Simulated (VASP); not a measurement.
# Li3V (Pm-3m) in VASP: single point with PBE

Aim: the single point of Li3V with PBE.

Everything below comes from runs of VASP 6.6.1. Logs are shortened: lines on timing, memory, paths and dates and some standing lists are left out, and cuts for length are marked.

### Step 1. The cell of the first run

It takes space group Pm-3m (No. 221, cubic). Conventional cell: a = 4.114 Å, b = 4.114 Å, c = 4.114 Å, α = 90.00°, β = 90.00°, γ = 90.00°. Li (site symmetry 4/mmm) has 8 Li at 2.91 Å and 4 V at 2.91 Å within 3.8 Å. Within 3.8 Å of V (site symmetry m-3m) lie 12 Li at 2.91 Å.

### Step 2. Single point, PBE, collinear spin, ferromagnetic start

INCAR

```
PREC = Accurate
ENCUT = 520
EDIFF = 1E-7
ISMEAR = 0
SIGMA = 0.1
LREAL = False
LASPH = True
NELM = 150
ALGO = Fast
ISIF = 2
LWAVE = False
LCHARG = False
ISPIN = 2
MAGMOM = 0.16 0.16 0.16 2.87
LORBIT = 11
LMAXMIX = 4
GGA = PE
NBANDS = 23
```

KPOINTS

```
regular mesh
0
Gamma
  6 6 6
```

POSCAR

```
Li3V
1.0
    4.1140334065      0.0000000000      0.0000000000
    0.0000000000      4.1140334065      0.0000000000
    0.0000000000      0.0000000000      4.1140334065
Li V
3 1
Direct
    0.0000000000      0.5000000000      0.5000000000
    0.5000000000      0.0000000000      0.5000000000
    0.5000000000      0.5000000000      0.0000000000
    0.0000000000      0.0000000000      0.0000000000
```

Potentials or basis: VASP PAW PBE potentials, release 64 (Li_sv, V_sv).

Command:

```
> cat potpaw_PBE.64/Li_sv/POTCAR potpaw_PBE.64/V_sv/POTCAR > POTCAR
> mpirun -np 1 vasp_std > vasp.out
```

OUTCAR:

```text
PREC = Accurate
   ENCUT = 520
   EDIFF = 1E-7
   ISMEAR = 0
   LREAL = False
   LASPH = True
   NELM = 150
   ISIF = 2
   ISPIN = 2
   LORBIT = 11
   GGA = PE

 ion  position               nearest neighbor table
   1  0.000  0.500  0.500-
   2  0.500  0.000  0.500-
   3  0.500  0.500  0.000-
   4  0.000  0.000  0.000-

  LATTYP: Found a simple cubic cell.
 ALAT       =     4.1140334065

  Lattice vectors:

 A1 = (   4.1140334065,   0.0000000000,   0.0000000000)
 A2 = (   0.0000000000,   4.1140334065,   0.0000000000)
 A3 = (   0.0000000000,   0.0000000000,   4.1140334065)

Analysis of symmetry for initial positions (statically):
=====================================================================
 Subroutine PRICEL returns:
 Original cell was already a primitive cell.

 Routine SETGRP: Setting up the symmetry group for a
 simple cubic supercell.

 Subroutine GETGRP returns: Found 48 space group operations
 (whereof 48 operations were pure point group operations)
 out of a pool of 48 trial point group operations.

The static configuration has the point symmetry O_h .

Analysis of symmetry for dynamics (positions and initial velocities):
=====================================================================
 Subroutine PRICEL returns:
 Original cell was already a primitive cell.

 Routine SETGRP: Setting up the symmetry group for a
 simple cubic supercell.

 Subroutine GETGRP returns: Found 48 space group operations
 (whereof 48 operations were pure point group operations)
 out of a pool of 48 trial point group operations.

The dynamic configuration has the point symmetry O_h .

Analysis of structural, dynamic, and magnetic symmetry:
=====================================================================
 Subroutine PRICEL returns:
 Original cell was already a primitive cell.

 Routine SETGRP: Setting up the symmetry group for a
 simple cubic supercell.

 Subroutine GETGRP returns: Found 48 space group operations
 (whereof 48 operations were pure point group operations)
 out of a pool of 48 trial point group operations.

The overall configuration has the point symmetry O_h .

 Subroutine INISYM returns: Found 48 space group operations
 (whereof 48 operations are pure point group operations),
 and found     1 'primitive' translations

----------------------------------------------------------------------------------------

                                     Primitive cell

  volume of cell :      69.6311

  direct lattice vectors                    reciprocal lattice vectors
     4.114033406  0.000000000  0.000000000     0.243070462  0.000000000  0.000000000
     0.000000000  4.114033406  0.000000000     0.000000000  0.243070462  0.000000000
     0.000000000  0.000000000  4.114033406     0.000000000  0.000000000  0.243070462

  length of vectors
     4.114033406  4.114033406  4.114033406     0.243070462  0.243070462  0.243070462

  position of ions in fractional coordinates (direct lattice)
     0.000000000  0.500000000  0.500000000
     0.500000000  0.000000000  0.500000000
     0.500000000  0.500000000  0.000000000
     0.000000000  0.000000000  0.000000000

  ion indices of the primitive-cell ions
   primitive index   ion index
                 1           1
                 2           2
                 3           3
                 4           4

----------------------------------------------------------------------------------------

 KPOINTS: regular mesh

Automatic generation of k-mesh.
 Grid dimensions read from file:
 generate k-points for:    6    6    6

 Generating k-lattice:

  Cartesian coordinates                     Fractional coordinates (reciprocal lattice)
     0.040511744  0.000000000  0.000000000     0.166666667  0.000000000  0.000000000
     0.000000000  0.040511744  0.000000000     0.000000000  0.166666667  0.000000000
     0.000000000  0.000000000  0.040511744     0.000000000  0.000000000  0.166666667

  Length of vectors
     0.040511744  0.040511744  0.040511744

  Shift w.r.t. Gamma in fractional coordinates (k-lattice)
     0.000000000  0.000000000  0.000000000

 Subroutine IBZKPT returns following result:
 ===========================================

 Found     20 irreducible k-points:

 Following reciprocal coordinates:
            Coordinates               Weight
  0.000000  0.000000  0.000000      1.000000
  0.166667  0.000000  0.000000      6.000000
  0.333333  0.000000  0.000000      6.000000
  0.500000  0.000000  0.000000      3.000000
  0.166667  0.166667  0.000000     12.000000
  0.333333  0.166667  0.000000     24.000000
[... 12 lines left out ...]
  0.500000  0.500000  0.333333      6.000000
  0.500000  0.500000  0.500000      1.000000
   k-points           NKPTS =     20   k-points in BZ     NKDIM =     20   number of bands    NBANDS=     23
   number of dos      NEDOS =    301   number of ions     NIONS =      4
   total plane-waves  NPLWV =  32768
   dimension x,y,z NGX =    32 NGY =   32 NGZ =   32
   dimension x,y,z NGXF=    64 NGYF=   64 NGZF=   64
   ions per type =               3   1
   NGX,Y,Z   is equivalent  to a cutoff of  12.93, 12.93, 12.93 a.u.
   NGXF,Y,Z  is equivalent  to a cutoff of  25.86, 25.86, 25.86 a.u.
 SYSTEM =  unknown system
   PREC   = accura    normal or accurate (medium, high low for compatibility)
   ISTART =      0    job   : 0-new  1-cont  2-samecut
   ICHARG =      2    charge: 1-file 2-atom 10-const
   ISPIN  =      2    spin polarized calculation?
   LNONCOLLINEAR =      F non collinear calculations
   LSORBIT =      F    spin-orbit coupling
   LASPH  =      T    aspherical Exc in radial PAW
   ENCUT  =  520.0 eV  38.22 Ry    6.18 a.u.   7.65  7.65  7.65*2*pi/ulx,y,z
   NELM   =    150;   NELMIN=  2; NELMDL= -5     # of ELM steps
   EDIFF  = 0.1E-06   stopping-criterion for ELM
   LREAL  =      F    real-space projection
   EDIFFG = 0.1E-05   stopping-criterion for IOM
   NSW    =      0    number of steps for IOM
   IBRION =     -1    ionic relax: 0-MD 1-quasi-New 2-CG
   NFREE  =      0    steps in history (QN), initial steepest desc. (CG)
   ISIF   =      2    stress and relaxation
   ISYM   =      2    0-nonsym 1-usesym 2-fastsym
   POTIM  = 0.5000    time-step for ionic-motion
   TEBEG  =    0.0;   TEEND  =   0.0 temperature during run
   PSTRESS=    0.0 pullay stress
   NELECT =      22.0000    total number of electrons
   NUPDOWN=      -1.0000    fix difference up-down
   EMIN   =  10.00;   EMAX   =-10.00  energy-range for DOS
   EFERMI =   0.00;   METHOD = LEGACY
   ISMEAR =     0;   SIGMA  =   0.10  broadening in eV -4-tet -1-fermi 0-gaus
   EFERMI_NEDOS =   21; number of points for ismear=-14 and -15
   IALGO  =     68    algorithm
   IMIX   =      4    mixing-type and parameters
     AMIX     =   0.40;   BMIX     =  1.00
     AMIX_MAG =   1.60;   BMIX_MAG =  1.00
  volume/ion in A,a.u.               =      17.41       117.47
  Fermi-wavevector in a.u.,A,eV,Ry     =   1.115016  2.107075 16.915600  1.243262
  Thomas-Fermi vector in A             =   2.251617
   LORBIT       =     11    0 simple, 1 ext, 2 COOP (PROOUT), +10 PAW based schemes
   GGA     = PE    functional components
   LHFCALC =     F    Hartree Fock is set to
   AEXX    =    0.0000 exact exchange contribution
   IVDW    =     0    specifies the selected vdW correction
   LEPSILON=     F    determine dielectric tensor
   LRPA    =     F    only Hartree local field effects (RPA)
 spin polarized calculation
 RMM-DIIS sequential band-by-band and
 Gauss-broadening in eV      SIGMA  =   0.10
  energy-cutoff  :      520.00
  volume of cell :       69.63
 maximum number of plane-waves:      1924
 NGX is ok and might be reduce to    32
   NGX = 15   NGY = 15   NGZ = 15

 number of electron      21.9999993 magnetization       4.0195357

 Free energy of the ion-electron system (eV)
  ---------------------------------------------------
  ext. energy  EPLUGINS =         0.00000000
  ---------------------------------------------------
  free energy    TOTEN  =       -12.86759736 eV

  energy without entropy =      -12.86114687  energy(sigma->0) =      -12.86437212

 E-fermi :   2.6399     XC(G=0):  -8.4605

 val. band max:        2.6327160295   @ k =   0.3333   0.3333   0.0000
 cond. band min:       2.7074428967   @ k =   0.3333   0.3333   0.1667
 fundamental gap:      0.0747268672
 Fermi energy:         2.6398986273

 spin component 1

 k-point     1 :       0.0000    0.0000    0.0000
  band No.  band energies     occupation
      1     -62.3494      1.00000
      2     -43.3006      1.00000
      3     -43.2673      1.00000
      4     -43.2673      1.00000
      5     -36.2265      1.00000
      6     -36.2265      1.00000
[... 15 lines left out ...]
     22      11.1903      0.00000
     23      13.2273      0.00000
[... 470 lines left out ...]
  band No.  band energies     occupation
      1     -62.3490      1.00000
      2     -43.2780      1.00000
      3     -43.2780      1.00000
      4     -43.2780      1.00000
      5     -36.2297      1.00000
      6     -36.2297      1.00000
[... 15 lines left out ...]
     22      15.9771      0.00000
     23      15.9806      0.00000
 Fermi energy:         2.6398986273

 spin component 2

 k-point     1 :       0.0000    0.0000    0.0000
  band No.  band energies     occupation
      1     -59.5617      1.00000
      2     -43.2741      1.00000
      3     -43.2407      1.00000
      4     -43.2407      1.00000
      5     -33.4596      1.00000
      6     -33.4596      1.00000
[... 15 lines left out ...]
     22      11.7916      0.00000
     23      13.6620      0.00000
[... 471 lines left out ...]
      1     -59.5612      1.00000
      2     -43.2514      1.00000
      3     -43.2514      1.00000
      4     -43.2514      1.00000
      5     -33.4634      1.00000
      6     -33.4634      1.00000
[... 15 lines left out ...]
     22      16.5194      0.00000
     23      16.5485      0.00000

------------------------ aborting loop because EDIFF is reached ----------------------------------------

  FORCE on cell =-STRESS in cart. coord.  units (eV):
  Direction    XX          YY          ZZ          XY          YZ          ZX
  --------------------------------------------------------------------------------------
  -------------------------------------------------------------------------------------
  Total        0.1033790      0.1033790      0.1033790      0.0000000      0.0000000     -0.0000000
  in kB        2.3786989      2.3786989      2.3786989      0.0000000      0.0000000     -0.0000000
  external PRESSURE =       2.3786989 kB  Pullay stress =       0.0000000 kB

 VOLUME and BASIS-vectors are now :
 -----------------------------------------------------------------------------
  energy-cutoff  :      520.00
  volume of cell :       69.63
      direct lattice vectors                 reciprocal lattice vectors
     4.114033406  0.000000000  0.000000000     0.243070462  0.000000000  0.000000000
     0.000000000  4.114033406  0.000000000     0.000000000  0.243070462  0.000000000
     0.000000000  0.000000000  4.114033406     0.000000000  0.000000000  0.243070462

 POSITION                                       TOTAL-FORCE (eV/Angst)
 -----------------------------------------------------------------------------------
      0.00000      2.05702      2.05702         0.000000      0.000000      0.000000
      2.05702      0.00000      2.05702         0.000000      0.000000      0.000000
      2.05702      2.05702      0.00000         0.000000      0.000000      0.000000
      0.00000      0.00000      0.00000         0.000000      0.000000      0.000000
 -----------------------------------------------------------------------------------
    total drift:                                0.000000     -0.000000     -0.000000

  FREE ENERGIE OF THE ION-ELECTRON SYSTEM (eV)
  ---------------------------------------------------
  free  energy   TOTEN  =       -12.8675973624 eV

  energy  without entropy=      -12.8611468744  energy(sigma->0) =      -12.86437212

 total charge

# of ion       s       p       d       tot
------------------------------------------
    1        2.039   0.060   0.000   2.099
    2        2.039   0.060   0.000   2.099
    3        2.039   0.060   0.000   2.099
    4        2.250   6.061   3.003  11.314
--------------------------------------------------
tot          8.367   6.240   3.003  17.609

 magnetization (x)

# of ion       s       p       d       tot
------------------------------------------
    1        0.003   0.012   0.000   0.015
    2        0.003   0.012   0.000   0.015
    3        0.003   0.012   0.000   0.015
    4        0.026   0.054   2.828   2.908
--------------------------------------------------
tot          0.035   0.091   2.828   2.954
```

It took 69 s on 1 thread of Intel Xeon Platinum 8488C (Sapphire Rapids), shared host; peak memory 0.21 GiB.

What came out:

- Free energy: -12.8676 eV
- Band gap on the k mesh: zero (filled and empty bands overlap)
- Net moment: 4.02 μB per cell
- Site moments: Li +0.01; V +2.91 μB
- Valence electrons inside the program's atomic spheres: Li 2.10; V 11.31

Caveat: the cutoff is under 1.25 times the usual one of these potentials, so pressure, stress and relaxed cells hold a basis-set (Pulay) error.
